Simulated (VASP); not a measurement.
# CuO (C2/c) in VASP: settings compared

Aim: see how the results for CuO move with the level of theory and the settings. Levels: r2SCAN+D4, PBEsol-based screened hybrid with 25 % exact exchange. Tasks: single point.

Program: VASP 6.6.1. These are calculated values, not measurements. Logs are shortened: lines on timing, memory, paths and dates and some standing lists are left out, and cuts for length are marked.

**1. The cell of the first run**

Symmetry: C2/c, No. 15, monoclinic system. The conventional cell has a = 4.684 Å, b = 3.423 Å, c = 5.129 Å, α = 90.00°, β = 99.54°, γ = 90.00°. Cu (site symmetry -1) has 4 O at 1.95 to 1.96 Å within 2.6 Å. Within 3.0 Å of O (site symmetry 2) lie 6 Cu at 1.95 to 2.78 Å and 6 O at 2.62 to 2.90 Å.

**2. Single point, r2SCAN+D4**

The input, POSCAR:

```
CuO
1.0
    2.3418500000     -1.7113000000      0.0000000000
    2.3418500000      1.7113000000      0.0000000000
   -0.8500274268      0.0000000000      5.0578693947
Cu O
2 2
Direct
    0.5000000000      0.0000000000      0.5000000000
    0.0000000000      0.5000000000      0.0000000000
    0.4184000000      0.5816000000      0.7500000000
    0.5816000000      0.4184000000      0.2500000000
```

The input, INCAR.step1:

```
SYSTEM = CuO
ALGO = Normal
EDIFF = 1E-4
ENCUT = 520
GGA = PE
ISMEAR = -1
LASPH = .True.
LCHARG = .False.
LREAL = .False.
LWAVE = .True.
NBANDS = 25
NELM = 80
PREC = Accurate
SIGMA = 0.05
```

The input, INCAR.step2:

```
SYSTEM = CuO
ALGO = Normal
EDIFF = 1E-6
ENCUT = 520
ISIF = 2
ISMEAR = -1
ISTART = 1
IVDW = 13
LASPH = .True.
LCHARG = .False.
LMIXTAU = .True.
LREAL = .False.
LWAVE = .False.
METAGGA = R2SCAN
NBANDS = 25
NELM = 80
PREC = Accurate
SIGMA = 0.05
VDW_A1 = 0.51559235
VDW_A2 = 5.77342911
VDW_S6 = 1.0
VDW_S8 = 0.6018749
```

The input, KPOINTS:

```
k-points
0
Gamma
  10 10 5
  0 0 0
```

Potentials or basis: VASP PAW PBE potentials, release 64 (Cu, O).

Launch:

```console
> cat potpaw_PBE.64/Cu/POTCAR potpaw_PBE.64/O/POTCAR > POTCAR
> cp INCAR.step1 INCAR
> mpirun -np 1 vasp_std > vasp.out
> cp INCAR.step2 INCAR
> mpirun -np 1 vasp_std > vasp.out
```

OUTCAR:

```text
SYSTEM = CuO
   EDIFF = 1E-6
   ENCUT = 520
   ISIF = 2
   ISMEAR = -1
   ISTART = 1
   IVDW = 13
   LASPH = .True.
   LREAL = .False.
   METAGGA = R2SCAN
   NELM = 80
   PREC = Accurate

 ion  position               nearest neighbor table
   1  0.500  0.000  0.500-   3 1.95   4 1.95   4 1.96   3 1.96
   2  0.000  0.500  0.000-   4 1.95   3 1.95   4 1.96   3 1.96
   3  0.418  0.582  0.750-   2 1.95   1 1.95   2 1.96   1 1.96
   4  0.582  0.418  0.250-   1 1.95   2 1.95   2 1.96   1 1.96

  LATTYP: Found a base centered monoclinic cell.
 ALAT       =     4.6837000000
 B/A-ratio  =     0.7307470589
 C/A-ratio  =     1.0950317057
 COS(beta)  =    -0.1657361228

  Lattice vectors:

 A1 = (   2.3418500000,  -1.7113000000,   0.0000000000)
 A2 = (   2.3418500000,   1.7113000000,   0.0000000000)
 A3 = (  -0.8500274268,   0.0000000000,   5.0578693947)

Analysis of symmetry for initial positions (statically):
=====================================================================
 Subroutine PRICEL returns:
 Original cell was already a primitive cell.

 Routine SETGRP: Setting up the symmetry group for a
 base centered monoclinic supercell.

 Subroutine GETGRP returns: Found  4 space group operations
 (whereof  2 operations were pure point group operations)
 out of a pool of  4 trial point group operations.

The static configuration has the point symmetry S_2 .
 The point group associated with its full space group is C_2h.

Analysis of symmetry for dynamics (positions and initial velocities):
=====================================================================
 Subroutine PRICEL returns:
 Original cell was already a primitive cell.

 Routine SETGRP: Setting up the symmetry group for a
 base centered monoclinic supercell.

 Subroutine GETGRP returns: Found  4 space group operations
 (whereof  2 operations were pure point group operations)
 out of a pool of  4 trial point group operations.

The dynamic configuration has the point symmetry S_2 .
 The point group associated with its full space group is C_2h.

 Subroutine INISYM returns: Found  4 space group operations
 (whereof  2 operations are pure point group operations),
 and found     1 'primitive' translations

----------------------------------------------------------------------------------------

                                     Primitive cell

  volume of cell :      40.5399

  direct lattice vectors                    reciprocal lattice vectors
     2.341850000 -1.711300000  0.000000000     0.213506416 -0.292175539  0.035881968
     2.341850000  1.711300000  0.000000000     0.213506416  0.292175539  0.035881968
    -0.850027427  0.000000000  5.057869395     0.000000000  0.000000000  0.197711709

  length of vectors
     2.900484289  2.900484289  5.128800000     0.363646877  0.363646877  0.197711709

  position of ions in fractional coordinates (direct lattice)
     0.500000000  0.000000000  0.500000000
     0.000000000  0.500000000  0.000000000
     0.418400000  0.581600000  0.750000000
     0.581600000  0.418400000  0.250000000

  ion indices of the primitive-cell ions
   primitive index   ion index
                 1           1
                 2           2
                 3           3
                 4           4

----------------------------------------------------------------------------------------

 KPOINTS: k-points

Automatic generation of k-mesh.
 Grid dimensions read from file:
 generate k-points for:   10   10    5

 Generating k-lattice:

  Cartesian coordinates                     Fractional coordinates (reciprocal lattice)
     0.021350642 -0.029217554  0.003588197     0.100000000  0.000000000  0.000000000
     0.021350642  0.029217554  0.003588197     0.000000000  0.100000000  0.000000000
     0.000000000  0.000000000  0.039542342     0.000000000  0.000000000  0.200000000

  Length of vectors
     0.036364688  0.036364688  0.039542342

  Shift w.r.t. Gamma in fractional coordinates (k-lattice)
     0.000000000  0.000000000  0.000000000

 Subroutine IBZKPT returns following result:
 ===========================================

 Found    141 irreducible k-points:

 Following reciprocal coordinates:
            Coordinates               Weight
  0.000000  0.000000  0.000000      1.000000
  0.100000 -0.000000  0.000000      4.000000
  0.200000 -0.000000  0.000000      4.000000
  0.300000 -0.000000  0.000000      4.000000
  0.400000 -0.000000  0.000000      4.000000
  0.500000 -0.000000  0.000000      2.000000
[... 16 lines left out ...]
  0.300000  0.300000  0.000000      2.000000
  0.400000  0.300000  0.000000      4.000000
 [... further k-points ...]
   k-points           NKPTS =    141   k-points in BZ     NKDIM =    141   number of bands    NBANDS=     25
   number of dos      NEDOS =    301   number of ions     NIONS =      4
   total plane-waves  NPLWV =  23040
   dimension x,y,z NGX =    24 NGY =   24 NGZ =   40
   dimension x,y,z NGXF=    48 NGYF=   48 NGZF=   80
   ions per type =               2   2
   NGX,Y,Z   is equivalent  to a cutoff of  13.76, 13.76, 12.97 a.u.
   NGXF,Y,Z  is equivalent  to a cutoff of  27.51, 27.51, 25.93 a.u.
 SYSTEM =  CuO
   PREC   = accura    normal or accurate (medium, high low for compatibility)
   ISTART =      1    job   : 0-new  1-cont  2-samecut
   ICHARG =      0    charge: 1-file 2-atom 10-const
   ISPIN  =      1    spin polarized calculation?
   LNONCOLLINEAR =      F non collinear calculations
   LSORBIT =      F    spin-orbit coupling
   LASPH  =      T    aspherical Exc in radial PAW
   ENCUT  =  520.0 eV  38.22 Ry    6.18 a.u.   5.39  5.39  9.54*2*pi/ulx,y,z
   NELM   =     80;   NELMIN=  2; NELMDL=  0     # of ELM steps
   EDIFF  = 0.1E-05   stopping-criterion for ELM
   LREAL  =      F    real-space projection
   EDIFFG = 0.1E-04   stopping-criterion for IOM
   NSW    =      0    number of steps for IOM
   IBRION =     -1    ionic relax: 0-MD 1-quasi-New 2-CG
   NFREE  =      0    steps in history (QN), initial steepest desc. (CG)
   ISIF   =      2    stress and relaxation
   ISYM   =      2    0-nonsym 1-usesym 2-fastsym
   POTIM  = 0.5000    time-step for ionic-motion
   TEBEG  =    0.0;   TEEND  =   0.0 temperature during run
   PSTRESS=    0.0 pullay stress
   NELECT =      34.0000    total number of electrons
   NUPDOWN=      -1.0000    fix difference up-down
   EMIN   =  10.00;   EMAX   =-10.00  energy-range for DOS
   EFERMI =   0.00;   METHOD = LEGACY
   ISMEAR =    -1;   SIGMA  =   0.05  broadening in eV -4-tet -1-fermi 0-gaus
   EFERMI_NEDOS =   21; number of points for ismear=-14 and -15
   IALGO  =     38    algorithm
   IMIX   =      4    mixing-type and parameters
     AMIX     =   0.40;   BMIX     =  1.00
     AMIX_MAG =   1.60;   BMIX_MAG =  1.00
  volume/ion in A,a.u.               =      10.13        68.39
  Fermi-wavevector in a.u.,A,eV,Ry     =   1.543856  2.917465 32.429379  2.383492
  Thomas-Fermi vector in A             =   2.649460
   LORBIT       =      0    0 simple, 1 ext, 2 COOP (PROOUT), +10 PAW based schemes
   METAGGA = R2SCAN    functional components
   LHFCALC =     F    Hartree Fock is set to
   AEXX    =    0.0000 exact exchange contribution
   IVDW    =    13    specifies the selected vdW correction
   LEPSILON=     F    determine dielectric tensor
   LRPA    =     F    only Hartree local field effects (RPA)
 non-spin polarized calculation
  energy-cutoff  :      520.00
  volume of cell :       40.54
 maximum number of plane-waves:      1129
 NGX is ok and might be reduce to    24
   NGX = 11   NGY = 11   NGZ = 19

 number of electron      34.0000001 magnetization

 Free energy of the ion-electron system (eV)
  ---------------------------------------------------
  ext. energy  EPLUGINS =         0.00000000
  ---------------------------------------------------
  free energy    TOTEN  =       -36.37976072 eV

  energy without entropy =      -36.36126291  energy(sigma->0) =      -36.37051181

 E-fermi :   5.5344     XC(G=0): -12.6175

 val. band max:        5.5259530479   @ k =  -0.2000   0.3000   0.4000
 cond. band min:       5.5383658123   @ k =   0.3000   0.2000   0.4000
 fundamental gap:      0.0124127644
 Fermi energy:         5.5344169346

 k-point     1 :       0.0000    0.0000    0.0000
  band No.  band energies     occupation
      1     -15.5519      2.00000
      2     -14.2697      2.00000
      3      -2.8513      2.00000
      4      -0.2437      2.00000
      5       0.1465      2.00000
      6       2.0620      2.00000
[... 17 lines left out ...]
     24      22.6380      0.00000
     25      22.9122      0.00000

 k-point     2 :       0.1000   -0.0000    0.0000
  band No.  band energies     occupation
      1     -15.4867      2.00000
      2     -14.2484      2.00000
      3      -2.7417      2.00000
      4      -0.2611      2.00000
      5       0.1183      2.00000
      6       1.2580      2.00000
[... 17 lines left out ...]
     24      22.1520      0.00000
     25      23.1962      0.00000

 k-point     3 :       0.2000   -0.0000    0.0000
  band No.  band energies     occupation
      1     -15.3103      2.00000
      2     -14.1924      2.00000
      3      -2.4485      2.00000
      4      -0.3291      2.00000
      5      -0.0054      2.00000
      6       0.2247      2.00000
[... 17 lines left out ...]
     24      21.3106      0.00000
     25      22.7788      0.00000

 k-point     4 :       0.3000   -0.0000    0.0000
  band No.  band energies     occupation
      1     -15.0792      2.00000
      2     -14.1222      2.00000
      3      -2.0784      2.00000
      4      -0.9380      2.00000
      5      -0.4151      2.00000
      6       0.1279      2.00000
[... 17 lines left out ...]
     24      20.1909      0.00000
     25      22.3787      0.00000
[... 477 lines left out ...]
 k-point    22 :      -0.2000    0.2000    0.0000
  band No.  band energies     occupation
      1     -15.0263      2.00000
      2     -14.0972      2.00000
      3      -1.9829      2.00000
      4      -0.4520      2.00000
      5      -0.4299      2.00000
      6      -0.1159      2.00000
[... 17 lines left out ...]
     24      20.1421      0.00000
     25      20.2641      0.00000

 k-point    23 :       0.3000    0.3000    0.0000
  band No.  band energies     occupation
      1     -14.7858      2.00000
      2     -14.0710      2.00000
      3      -1.5050      2.00000
      4      -1.0223      2.00000
      5      -0.0411      2.00000
      6      -0.0057      2.00000
[... 17 lines left out ...]
     24      20.9348      0.00000
     25      21.1238      0.00000

 k-point    24 :       0.4000    0.3000    0.0000
  band No.  band energies     occupation
      1     -14.6067      2.00000
      2     -14.0247      2.00000
      3      -1.5209      2.00000
      4      -1.2153      2.00000
      5      -0.2580      2.00000
      6      -0.0221      2.00000
[... 17 lines left out ...]
     24      19.6872      0.00000
     25      20.7122      0.00000

 [... further k-points ...]

------------------------ aborting loop because EDIFF is reached ----------------------------------------

  DFT-D4 for vdW energy calculation

  Edisp (eV):   -0.47953

  FORCE on cell =-STRESS in cart. coord.  units (eV):
  Direction    XX          YY          ZZ          XY          YZ          ZX
  --------------------------------------------------------------------------------------
  -------------------------------------------------------------------------------------
  Total      -0.54555    -0.11502    -0.76812     0.00000     0.00000    -0.16676
  in kB     -21.56078    -4.54552   -30.35685     0.00000     0.00000    -6.59049
  external pressure =      -18.82 kB  Pullay stress =        0.00 kB

 VOLUME and BASIS-vectors are now :
 -----------------------------------------------------------------------------
  energy-cutoff  :      520.00
  volume of cell :       40.54
      direct lattice vectors                 reciprocal lattice vectors
     2.341850000 -1.711300000  0.000000000     0.213506416 -0.292175539  0.035881968
     2.341850000  1.711300000  0.000000000     0.213506416  0.292175539  0.035881968
    -0.850027427  0.000000000  5.057869395     0.000000000  0.000000000  0.197711709

 POSITION                                       TOTAL-FORCE (eV/Angst)
 -----------------------------------------------------------------------------------
      0.74591     -0.85565      2.52893         0.000000     -0.000000      0.000000
      1.17092      0.85565      0.00000         0.000000     -0.000000      0.000000
      1.70433      0.27928      3.79340        -0.000000     -0.240962      0.000000
      2.12934     -0.27928      1.26447         0.000000      0.240962      0.000000
 -----------------------------------------------------------------------------------
    total drift:                                0.000000      0.000000     -0.000000

  FREE ENERGIE OF THE ION-ELECTRON SYSTEM (eV)
  ---------------------------------------------------
  free  energy   TOTEN  =       -36.8592861692 eV

  energy  without entropy=      -36.8407883549  energy(sigma->0) =      -36.85003726
```

It took 5.3 min on 1 thread of Intel Xeon Platinum 8488C (Sapphire Rapids), shared host; peak memory 0.25 GiB.

What came out:

| Quantity | Value |
| --- | --- |
| Free energy | -36.8593 eV |
| Pressure | -1.9 GPa |
| Largest force | 0.241 eV/Å |
| Band gap on the k mesh | zero (bands 17 and 18 overlap by 0.59 eV) |
| Dispersion energy per atom | -0.120 eV |

Forces on the atoms (eV/Å):
```
Cu   0.000  0.000  0.000
Cu   0.000  0.000  0.000
O    0.000 -0.241  0.000
O    0.000  0.241  0.000
```

Caveat: the PAW data sets were made with another functional, which shifts forces and pressure a little; semilocal functionals often make such compounds metallic where correlation or magnetic order opens a gap, which also shifts bond lengths. With open d or f shells a metallic result of r2SCAN can be an artefact of self-interaction; +U or a hybrid may open a gap.

**3. Single point, r2SCAN+D4**

This run uses another cell than the first one, of 10.34 Å³/atom.

The input, POSCAR:

```
CuO
1.0
    2.3573593924     -1.7226334429      0.0000000000
    2.3573593924      1.7226334429      0.0000000000
   -0.8556569116      0.0000000000      5.0913661947
Cu O
2 2
Direct
    0.5000000000      0.0000000000      0.5000000000
    0.0000000000      0.5000000000      0.0000000000
    0.4184000000      0.5816000000      0.7500000000
    0.5816000000      0.4184000000      0.2500000000
```

The input, INCAR.step1:

```
SYSTEM = CuO
PREC = Accurate
ENCUT = 520
ISMEAR = -1
SIGMA = 0.05
LREAL = .FALSE.
LASPH = .TRUE.
NELM = 80
NBANDS = 25
GGA = PE
ALGO = Normal
EDIFF = 1E-4
LWAVE = .TRUE.
LCHARG = .FALSE.
```

The input, INCAR.step2:

```
SYSTEM = CuO
PREC = Accurate
ENCUT = 520
EDIFF = 1E-6
ISMEAR = -1
SIGMA = 0.05
LREAL = .FALSE.
LASPH = .TRUE.
NELM = 80
ALGO = Normal
ISIF = 2
LWAVE = .FALSE.
LCHARG = .TRUE.
METAGGA = R2SCAN
LMIXTAU = .TRUE.
IVDW = 13
VDW_S6 = 1.0
VDW_S8 = 0.6018749
VDW_A1 = 0.51559235
VDW_A2 = 5.77342911
LELF = .TRUE.
LVHAR = .TRUE.
NBANDS = 25
ISTART = 1
```

The input, KPOINTS:

```
regular mesh
0
G
  10 10 5
  0 0 0
```

Potentials or basis: VASP PAW PBE potentials, release 64 (Cu, O).

Launch:

```console
> cat potpaw_PBE.64/Cu/POTCAR potpaw_PBE.64/O/POTCAR > POTCAR
> cp INCAR.step1 INCAR
> mpirun -np 1 vasp_std > vasp.out
> cp INCAR.step2 INCAR
> mpirun -np 1 vasp_std > vasp.out
```

Run time: 5.1 min. Hardware: 1 thread of Intel Xeon Platinum 8488C (Sapphire Rapids), shared host; peak memory 0.25 GiB.

It converged, with:

* Free energy: -36.8417 eV
* Pressure: -5.3 GPa
* Largest force: 0.303 eV/Å
* Band gap on the k mesh: zero (bands 17 and 18 overlap by 0.59 eV)
* Dispersion energy per atom: -0.118 eV

Forces in eV/Å, atoms in the order of the input:
```
Cu   0.000  0.000  0.000
Cu   0.000  0.000  0.000
O    0.000 -0.303  0.000
O    0.000  0.303  0.000
```

Stress tensor (GPa, compression positive):
```
-5.77  0.00 -0.20
 0.00 -3.12  0.00
-0.20  0.00 -7.13
```

Levels at points of the mesh, in eV from the Fermi level:
```tsv
k point	band 15	band 16	band 17	band 18	band 19	band 20
(0.00, 0.00, 0.00)	-2.29	-1.84	0.19	0.95	1.98	6.53
(0.50, 0.00, 0.00)	-1.63	-1.54	0.02	0.27	5.31	6.77
(0.50, 0.50, 0.00)	-1.68	-1.36	-0.75	1.08	3.80	7.54
```

Caveat: the cell stands under tension; the PAW data sets were made with another functional, which shifts forces and pressure a little; semilocal functionals often make such compounds metallic where correlation or magnetic order opens a gap, which also shifts bond lengths.

(Part 1 of 2 ends here.)

The gap in the log of VASP goes by the Fermi energy; the results here count the filled bands.